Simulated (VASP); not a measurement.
BeTe, 2 atoms in the cell. Symmetry: F-43m, No. 216, cubic system. Conventional cell: a = 5.657 Å, b = 5.657 Å, c = 5.657 Å, α = 90.00°, β = 90.00°, γ = 90.00°. Within 3.2 Å of Be (site symmetry -43m) lie 4 Te at 2.45 Å. Te (site symmetry -43m) has 4 Be at 2.45 Å within 3.2 Å. 

```yaml
Program: VASP 6.6.1
Task: single point
Functional: r2SCAN
Potentials_or_basis: VASP PAW PBE potentials, release 64 (Be, Te)
Cutoff: 520 eV
k_mesh: 8 × 8 × 8
Occupations: fermi-dirac, width 0.02 eV
Spin: no spin polarisation
Dipole_correction: no
Further_INCAR_settings: ALGO = Normal; EDIFF = 1e-06; NBANDS = 11
```

Potentials or basis: VASP PAW PBE potentials, release 64 (Be, Te).

The run is started by

```bash
$ cat potpaw_PBE.64/Be/POTCAR potpaw_PBE.64/Te/POTCAR > POTCAR
$ cp INCAR.step1 INCAR
$ mpirun -np 1 vasp_std > vasp.out
$ cp INCAR.step2 INCAR
$ mpirun -np 1 vasp_std > vasp.out
```

Hardware: 1 thread of Intel(R) Xeon(R) Platinum 8259CL CPU @ 2.50GHz (Skylake/Cascade Lake), on a shared host.

**Question.** Estimate the wall time of this run.

**Answer.** Run time: 51 s on 1 thread of Intel(R) Xeon(R) Platinum 8259CL CPU @ 2.50GHz (Skylake/Cascade Lake) (shared host), peak memory 0.18 GiB. Counts: k points 29.
